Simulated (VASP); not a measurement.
Rb3N2:

```
Rb N
1.0
     5.22423    0.00000    0.00000
     0.00000    5.22423    0.00000
     0.00000    0.00000    7.68058
Rb N
3 2
Direct
  0.00000 0.00000 0.28430
  0.00000 0.00000 0.71570
  0.50000 0.50000 0.50000
  0.00000 0.50000 0.50000
  0.50000 0.00000 0.50000
```

| Item | Value |
| --- | --- |
| Program | VASP 6.6.1 |
| Task | relaxation of cell and atoms |
| Functional | PBE |
| Potentials or basis | VASP PAW PBE potentials, release 64 (Rb_sv, N) |
| Cutoff | 600 eV |
| k mesh | 8 × 8 × 6 |
| Occupations | gaussian, width 0.1 eV |
| Spin | no spin polarisation |

At the start: pressure -0.2 GPa; volume 41.92 Å³/atom.

Q: How do energy, volume and symmetry change on relaxing?

A: Over 14 steps the energy falls by 2.7 meV/atom and the volume is 44.98 Å³/atom (+7.3 %); space group P4/mmm (No. 123, to 0.05 Å).

Step by step:
| step | energy change (eV) | largest force (eV/Å) | pressure (GPa) | volume (Å³) |
| --- | --- | --- | --- | --- |
| 1 | 0.0000 | 0.0071 | -0.19 | 209.62 |
| 2 | -0.0040 | 0.0065 | -0.10 | 208.14 |
| 3 | -0.0068 | 0.0081 | 0.11 | 204.99 |
| 4 | -0.0069 | 0.0079 | 0.08 | 205.50 |
| 5 | -0.0074 | 0.0125 | 0.05 | 206.13 |
| 6 | -0.0077 | 0.0466 | 0.00 | 207.20 |
| 7 | -0.0080 | 0.0452 | 0.00 | 207.64 |
| 8 | -0.0090 | 0.0411 | 0.00 | 208.95 |
| 9 | -0.0106 | 0.0328 | 0.01 | 211.59 |
| 10 | -0.0126 | 0.0151 | 0.03 | 216.84 |
| 11 | -0.0126 | 0.0284 | 0.09 | 227.31 |
| 12 | -0.0132 | 0.0129 | 0.07 | 222.46 |
| 13 | -0.0135 | 0.0131 | -0.03 | 225.89 |
| 14 | -0.0135 | 0.0056 | 0.00 | 224.90 |

Final structure:
```
CELL_PARAMETERS angstrom
5.16301 0.00000 0.00000
0.00000 5.16301 0.00000
0.00000 0.00000 8.43704
ATOMIC_POSITIONS crystal
Rb 0.00000 0.00000 0.30118
Rb 0.00000 0.00000 0.69882
Rb 0.50000 0.50000 0.50000
N 0.00000 0.50000 0.50000
N 0.50000 0.00000 0.50000
```
